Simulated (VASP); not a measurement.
Write the native input for VASP 6.6.1 that does the following.

- Task: single point
- Functional: PBE
- Potentials or basis: VASP PAW PBE potentials, release 64 (Rb_sv)
- Cutoff: 520 eV
- k mesh: 12 × 12 × 12
- Occupations: gaussian, width 0.15 eV
- Spin: no spin polarisation
- Dipole correction: no
- Further INCAR settings: ALGO = Normal; EDIFF = 1e-06; NBANDS = 10

The structure of Rb lies in POSCAR:

```
Rb
1.0
   -2.5815200000      2.5815200000      3.0304800000
    2.5815200000     -2.5815200000      3.0304800000
    2.5815200000      2.5815200000     -3.0304800000
Rb
1
Direct
    0.0000000000      0.0000000000      0.0000000000
```

This cell differs from its parent crystal: strain -0.080 along x and y, +0.080 along z.

These files were run (other wordings do the same):

INCAR

```
SYSTEM = Rb
ALGO     = Normal         ! electronic algorithm
EDIFF    = 1E-6           ! SCF threshold, eV
ENCUT    = 520            ! plane-wave cutoff, eV
GGA      = PE             ! functional
ISIF     = 2              ! what is computed and relaxed
ISMEAR   = 0              ! smearing method
LASPH    = .True.         ! aspherical terms in the spheres
LCHARG   = .False.        ! write CHGCAR
LREAL    = .False.        ! projectors in reciprocal space
LWAVE    = .False.        ! write WAVECAR
NBANDS   = 10             ! bands
NELM     = 100            ! most SCF steps
PREC     = Accurate       ! precision mode
SIGMA    = 0.15           ! smearing width, eV
```

KPOINTS

```
k-points
0
Gamma
  12 12 12
  0 0 0
```

Potentials or basis: VASP PAW PBE potentials, release 64 (Rb_sv).

The run is started by

```console
$ cat potpaw_PBE.64/Rb_sv/POTCAR > POTCAR
$ mpirun -np 1 vasp_std > vasp.out
```

It gave:

| Quantity | Value |
| --- | --- |
| Pressure | 0.4 GPa |
| Band gap on the k mesh | zero (an odd number of electrons rules out a gap without spin polarisation) |

Caveat: the cell differs from its parent crystal (strain -0.080 along x and y, +0.080 along z).

It took 60 s on 1 thread of Intel(R) Xeon(R) Platinum 8488C (Sapphire Rapids) (shared host), peak memory 0.28 GiB.
